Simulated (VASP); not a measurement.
# Te2Mo (P6_3/mmc) in VASP: single point with PBE

Aim: the single point of Te2Mo with PBE.

Everything below comes from runs of VASP 6.6.1. Logs are shortened: lines on timing, memory, paths and dates and some standing lists are left out, and cuts for length are marked.

**1. The cell of the first run**

It takes space group P6_3/mmc (No. 194, hexagonal). The conventional cell has a = 3.564 Å, b = 3.564 Å, c = 14.157 Å, α = 90.00°, β = 90.00°, γ = 120.00°. Te (site symmetry 3m) has 3 Mo at 2.75 Å and 7 Te at 3.56 to 3.65 Å within 3.7 Å. Within 3.6 Å of Mo (site symmetry -6m2) lie 6 Te at 2.75 Å and 6 Mo at 3.56 Å.

**2. Single point, PBE, non-collinear spin, zero start, spin-orbit coupling**

The input, INCAR:

```
  PREC = Accurate
  ENCUT = 520
  EDIFF = 1E-6
  ISMEAR = -1
  SIGMA = 0.05
  LREAL = False
  LASPH = True
  NELM = 150
  ALGO = Normal
  ISIF = 2
  LWAVE = False
  LCHARG = False
  LNONCOLLINEAR = True
  MAGMOM = 0 0 0 0 0 0 0 0 0 0 0 0 0 0 0 0 0 0
  LORBIT = 11
  LSORBIT = True
  GGA_COMPAT = False
  LORBMOM = True
  LMAXMIX = 4
  GGA = PE
  NBANDS = 68
```

The input, KPOINTS:

```
Automatic mesh
0
Gamma
  9 9 2
```

The input, POSCAR:

```
Te2Mo
1.0
    3.5644974145      0.0000000000      0.0000000000
   -1.7822487073      3.0869453127      0.0000000000
    0.0000000000      0.0000000000     14.1574842452
Te Mo
4 2
Direct
    0.6666666667      0.3333333333      0.3790000000
    0.3333333333      0.6666666667      0.8790000000
    0.6666666667      0.3333333333      0.1210000000
    0.3333333333      0.6666666667      0.6210000000
    0.6666666667      0.3333333333      0.7500000000
    0.3333333333      0.6666666667      0.2500000000
```

Potentials or basis: VASP PAW PBE potentials, release 64 (Te, Mo_sv).

On the command line:

```sh
cat potpaw_PBE.64/Te/POTCAR potpaw_PBE.64/Mo_sv/POTCAR > POTCAR
mpirun -np 1 vasp_ncl > vasp.out
```

OUTCAR:

```text
PREC = Accurate
   ENCUT = 520
   EDIFF = 1E-6
   ISMEAR = -1
   LREAL = False
   LASPH = True
   NELM = 150
   ISIF = 2
   LNONCOLLINEAR = True
   LORBIT = 11
   LSORBIT = True
   GGA = PE

 ion  position               nearest neighbor table
   1  0.667  0.333  0.379-   6 2.75   6 2.75   6 2.75   3 3.65
   2  0.333  0.667  0.879-   5 2.75   5 2.75   5 2.75   4 3.65
   3  0.667  0.333  0.121-   6 2.75   6 2.75   6 2.75   1 3.65
   4  0.333  0.667  0.621-   5 2.75   5 2.75   5 2.75   2 3.65
   5  0.667  0.333  0.750-   2 2.75   4 2.75   2 2.75   4 2.75   2 2.75   4 2.75
   6  0.333  0.667  0.250-   1 2.75   3 2.75   1 2.75   3 2.75   1 2.75   3 2.75

  LATTYP: Found a hexagonal cell.
 ALAT       =     3.5644974145
 C/A-ratio  =     3.9718037633

  Lattice vectors:

 A1 = (   3.5644974145,   0.0000000000,   0.0000000000)
 A2 = (  -1.7822487073,   3.0869453127,   0.0000000000)
 A3 = (   0.0000000000,   0.0000000000,  14.1574842452)

Analysis of symmetry for initial positions (statically):
=====================================================================
 Subroutine PRICEL returns:
 Original cell was already a primitive cell.

 Routine SETGRP: Setting up the symmetry group for a
 hexagonal supercell.

 Subroutine GETGRP returns: Found 24 space group operations
 (whereof 12 operations were pure point group operations)
 out of a pool of 24 trial point group operations.

The static configuration has the point symmetry D_3d.
 The point group associated with its full space group is D_6h.

Analysis of symmetry for dynamics (positions and initial velocities):
=====================================================================
 Subroutine PRICEL returns:
 Original cell was already a primitive cell.

 Routine SETGRP: Setting up the symmetry group for a
 hexagonal supercell.

 Subroutine GETGRP returns: Found 24 space group operations
 (whereof 12 operations were pure point group operations)
 out of a pool of 24 trial point group operations.

The dynamic configuration has the point symmetry D_3d.
 The point group associated with its full space group is D_6h.

Analysis of structural, dynamic, and magnetic symmetry:
=====================================================================
 Subroutine PRICEL returns:
 Original cell was already a primitive cell.

 Routine SETGRP: Setting up the symmetry group for a
 hexagonal supercell.

 Subroutine GETGRP returns: Found 24 space group operations
 (whereof 12 operations were pure point group operations)
 out of a pool of 24 trial point group operations.

The overall configuration has the point symmetry D_3d.
 The point group associated with its full space group is D_6h.

 Subroutine INISYM returns: Found 24 space group operations
 (whereof 12 operations are pure point group operations),
 and found     1 'primitive' translations

----------------------------------------------------------------------------------------

                                     Primitive cell

  volume of cell :     155.7806

  direct lattice vectors                    reciprocal lattice vectors
     3.564497414  0.000000000  0.000000000     0.280544459  0.161972419  0.000000000
    -1.782248707  3.086945313  0.000000000     0.000000000  0.323944838  0.000000000
     0.000000000  0.000000000 14.157484245     0.000000000  0.000000000  0.070634018

  length of vectors
     3.564497414  3.564497415 14.157484245     0.323944838  0.323944838  0.070634018

  position of ions in fractional coordinates (direct lattice)
     0.666666667  0.333333333  0.379000000
     0.333333333  0.666666667  0.879000000
     0.666666667  0.333333333  0.121000000
     0.333333333  0.666666667  0.621000000
     0.666666667  0.333333333  0.750000000
     0.333333333  0.666666667  0.250000000

  ion indices of the primitive-cell ions
   primitive index   ion index
                 1           1
                 2           2
[... 134 lines left out ...]
  band No.  band energies     occupation
      1     -53.2016      1.00000
      2     -53.2016      1.00000
      3     -53.2016      1.00000
      4     -53.2016      1.00000
      5     -28.9072      1.00000
      6     -28.9072      1.00000
[... 1597 lines left out ...]
     63       9.9765      0.00000
     64       9.9765      0.00000
 [bands above 64 left out]

------------------------ aborting loop because EDIFF is reached ----------------------------------------

  FORCE on cell =-STRESS in cart. coord.  units (eV):
  Direction    XX          YY          ZZ          XY          YZ          ZX
  --------------------------------------------------------------------------------------
  -------------------------------------------------------------------------------------
  Total       -0.7094424     -0.7094424     -0.8809523      0.0000000      0.0000000     -0.0000000
  in kB       -7.2964968     -7.2964968     -9.0604479      0.0000000      0.0000000     -0.0000000
  external PRESSURE =      -7.8844805 kB  Pullay stress =       0.0000000 kB

 VOLUME and BASIS-vectors are now :
 -----------------------------------------------------------------------------
  energy-cutoff  :      520.00
  volume of cell :      155.78
      direct lattice vectors                 reciprocal lattice vectors
     3.564497414  0.000000000  0.000000000     0.280544459  0.161972419  0.000000000
    -1.782248707  3.086945313  0.000000000     0.000000000  0.323944838  0.000000000
     0.000000000  0.000000000 14.157484245     0.000000000  0.000000000  0.070634018

 POSITION                                       TOTAL-FORCE (eV/Angst)
 -----------------------------------------------------------------------------------
      1.78225      1.02898      5.36569        -0.000000     -0.000000     -0.308151
     -0.00000      2.05796     12.44443        -0.000000     -0.000000     -0.308151
      1.78225      1.02898      1.71306        -0.000000     -0.000000      0.308151
     -0.00000      2.05796      8.79180        -0.000000     -0.000000      0.308151
      1.78225      1.02898     10.61811        -0.000000      0.000000      0.000000
     -0.00000      2.05796      3.53937         0.000000     -0.000000      0.000000
 -----------------------------------------------------------------------------------
    total drift:                                0.000000     -0.000000      0.000000

  FREE ENERGIE OF THE ION-ELECTRON SYSTEM (eV)
  ---------------------------------------------------
  free  energy   TOTEN  =       -36.6301735451 eV

  energy  without entropy=      -36.6301406942  energy(sigma->0) =      -36.63015712

 orbital moment (x)

 # of ion     p       d       tot
 ----------------------------------------
  1         0.000  -0.000   0.000
  2        -0.000   0.000  -0.000
  3         0.000   0.000   0.000
  4         0.000  -0.000   0.000
  5         0.000   0.000   0.000
  6        -0.000  -0.000  -0.000
 ----------------------------------------
            0.000   0.000   0.000

 orbital moment (y)

 # of ion     p       d       tot
 ----------------------------------------
  1        -0.000  -0.000  -0.000
  2         0.000   0.000   0.000
  3         0.000   0.000   0.000
  4        -0.000  -0.000  -0.000
  5        -0.000   0.000   0.000
  6        -0.000  -0.000  -0.000
 ----------------------------------------
            0.000   0.000   0.000

 orbital moment (z)

 # of ion     p       d       tot
 ----------------------------------------
  1         0.000   0.000   0.000
  2         0.000   0.000   0.000
  3         0.000   0.000   0.000
  4         0.000   0.000   0.000
  5         0.000  -0.000  -0.000
  6         0.000   0.000   0.000
 ----------------------------------------
            0.000  -0.000  -0.000

 Spin-Orbit-Coupling matrix elements

 Ion:    1  E_soc:     -0.2026601
 l=   1
     0.0000000    -0.0337140    -0.0335314
    -0.0337140     0.0000000    -0.0337140
    -0.0335314    -0.0337140     0.0000000
 l=   2
     0.0000000    -0.0000245     0.0000000    -0.0000245    -0.0001430
    -0.0000245     0.0000000    -0.0000778     0.0000260    -0.0000245
     0.0000000    -0.0000778     0.0000000    -0.0000778     0.0000000
    -0.0000245     0.0000260    -0.0000778     0.0000000    -0.0000245
    -0.0001430    -0.0000245     0.0000000    -0.0000245     0.0000000
 l=   3
     0.0000000     0.0000000     0.0000000     0.0000000     0.0000000     0.0000000     0.0000000
     0.0000000     0.0000000     0.0000000     0.0000000     0.0000000     0.0000000     0.0000000
     0.0000000     0.0000000     0.0000000     0.0000000     0.0000000     0.0000000     0.0000000
     0.0000000     0.0000000     0.0000000     0.0000000     0.0000000     0.0000000     0.0000000
[... 89 lines left out ...]
 l=   2
     0.0000000    -0.0005953     0.0000000    -0.0005953    -0.0041641
    -0.0005953     0.0000000    -0.0022773    -0.0005816    -0.0005953
     0.0000000    -0.0022773     0.0000000    -0.0022773     0.0000000
    -0.0005953    -0.0005816    -0.0022773     0.0000000    -0.0005953
    -0.0041641    -0.0005953     0.0000000    -0.0005953     0.0000000
 l=   3
     0.0000000     0.0000000     0.0000000     0.0000000     0.0000000     0.0000000     0.0000000
     0.0000000     0.0000000     0.0000000     0.0000000     0.0000000     0.0000000     0.0000000
     0.0000000     0.0000000     0.0000000     0.0000000     0.0000000     0.0000000     0.0000000
     0.0000000     0.0000000     0.0000000     0.0000000     0.0000000     0.0000000     0.0000000
     0.0000000     0.0000000     0.0000000     0.0000000     0.0000000     0.0000000     0.0000000
     0.0000000     0.0000000     0.0000000     0.0000000     0.0000000     0.0000000     0.0000000
     0.0000000     0.0000000     0.0000000     0.0000000     0.0000000     0.0000000     0.0000000

 total charge

# of ion       s       p       d       tot
------------------------------------------
    1        1.386   1.961   0.058   3.405
    2        1.386   1.961   0.058   3.405
    3        1.386   1.961   0.058   3.405
    4        1.386   1.961   0.058   3.405
    5        2.246   6.136   3.939  12.321
    6        2.246   6.136   3.939  12.321
--------------------------------------------------
tot         10.035  20.114   8.112  38.261

 magnetization (x)

# of ion       s       p       d       tot
------------------------------------------
    1       -0.000  -0.000   0.000  -0.000
    2        0.000   0.000  -0.000   0.000
    3        0.000   0.000  -0.000  -0.000
    4        0.000   0.000   0.000   0.000
    5        0.000   0.000  -0.000  -0.000
    6       -0.000   0.000   0.000   0.000
--------------------------------------------------
tot         -0.000   0.000  -0.000   0.000

 magnetization (y)

# of ion       s       p       d       tot
------------------------------------------
    1       -0.000   0.000   0.000  -0.000
    2        0.000  -0.000  -0.000  -0.000
    3        0.000  -0.000   0.000  -0.000
    4       -0.000   0.000   0.000   0.000
    5        0.000   0.000  -0.000  -0.000
    6        0.000   0.000  -0.000  -0.000
--------------------------------------------------
tot         -0.000  -0.000  -0.000  -0.000

 magnetization (z)

# of ion       s       p       d       tot
------------------------------------------
    1        0.000   0.000   0.000   0.000
    2        0.000   0.000   0.000   0.000
    3        0.000   0.000   0.000   0.000
    4        0.000   0.000   0.000   0.000
    5        0.000   0.000   0.000   0.000
    6        0.000   0.000   0.000   0.000
--------------------------------------------------
tot          0.000   0.000   0.000   0.000
```

It took 8.3 min on 1 thread of Oxide Virtual Turin-like, shared host; peak memory 0.78 GiB.

Results:

| Item | Value |
| --- | --- |
| Free energy | -36.6302 eV |
| Pressure | -0.8 GPa |
| Largest force | 0.308 eV/Å |
| Net moment | 0.00 μB per cell |
| Valence electrons inside the program's atomic spheres | Te 3.40; Mo 12.32 |

Forces in eV/Å, atoms in the order of the input:
```
Te   0.000  0.000 -0.308
Te   0.000  0.000 -0.308
Te   0.000  0.000  0.308
Te   0.000  0.000  0.308
Mo   0.000  0.000  0.000
Mo   0.000  0.000  0.000
```

Stress tensor (GPa, compression positive):
```
-0.73  0.00  0.00
 0.00 -0.73  0.00
 0.00  0.00 -0.91
```

Moments on the atoms (μB; x, y, z):
```
Te  0.00 0.00 0.00
Te  0.00 0.00 0.00
Te  0.00 0.00 0.00
Te  0.00 0.00 0.00
Mo  0.00 0.00 0.00
Mo  0.00 0.00 0.00
```

Caveat: this functional lacks dispersion, which binds layers or chains, so the pressure and a relaxed spacing across them are unreliable.
